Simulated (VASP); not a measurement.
Here is a VASP 6.6.1 calculation.

Contents of INCAR:

```
SYSTEM = Fe
PREC = Accurate
ENCUT = 600
EDIFF = 1E-6
ISMEAR = -1
SIGMA = 0.05
LREAL = .False.
LASPH = .True.
NELM = 150
ALGO = Normal
ISIF = 3
LWAVE = .False.
LCHARG = .False.
ISPIN = 2
MAGMOM = 3
LORBIT = 11
LMAXMIX = 4
GGA = PS
IBRION = 2
NSW = 80
EDIFFG = -0.02
PSTRESS = 100.0
```

File KPOINTS:

```
Automatic mesh
0
Gamma
  13 13 13
  0 0 0
```

The input POSCAR:

```
Fe
1.0
   -1.4430000000      1.4430000000      1.4430000000
    1.4430000000     -1.4430000000      1.4430000000
    1.4430000000      1.4430000000     -1.4430000000
Fe
1
Direct
    0.0000000000      0.0000000000      0.0000000000
```

Potentials or basis: VASP PAW PBE potentials, release 64 (Fe).

Launch:

```sh
$ cat potpaw_PBE.64/Fe/POTCAR > POTCAR
$ mpirun -np 1 vasp_std > vasp.out
```

**Question.** Predict the space group after relaxing (to 0.1 Å).

**Answer.** Im-3m (No. 229).

**Question.** Predict the site moments.

**Answer.** Fe +1.99 μB.

**Question.** Estimate the relaxed cell.

**Answer.** a = 2.379 Å, b = 2.379 Å, c = 2.379 Å, α = 109.47°, β = 109.47°, γ = 109.47°.

The path:
```csv
step,energy change (eV),largest force (eV/Å),pressure (GPa),volume (Å³)
1,0.0000,0.0000,-17.70,12.02
2,0.3290,0.0000,77.65,8.76
3,-0.0696,0.0000,8.34,10.43
4,-0.0668,0.0000,9.61,10.38
5,-0.0648,0.0000,10.48,10.35
6,-0.0674,0.0000,9.38,10.39
7,-0.0659,0.0000,10.01,10.36
```

Caveat: the cell is relaxed towards a set pressure, so the run minimises the enthalpy, not the energy; the PAW data sets were made with another functional, which shifts forces and pressure a little.
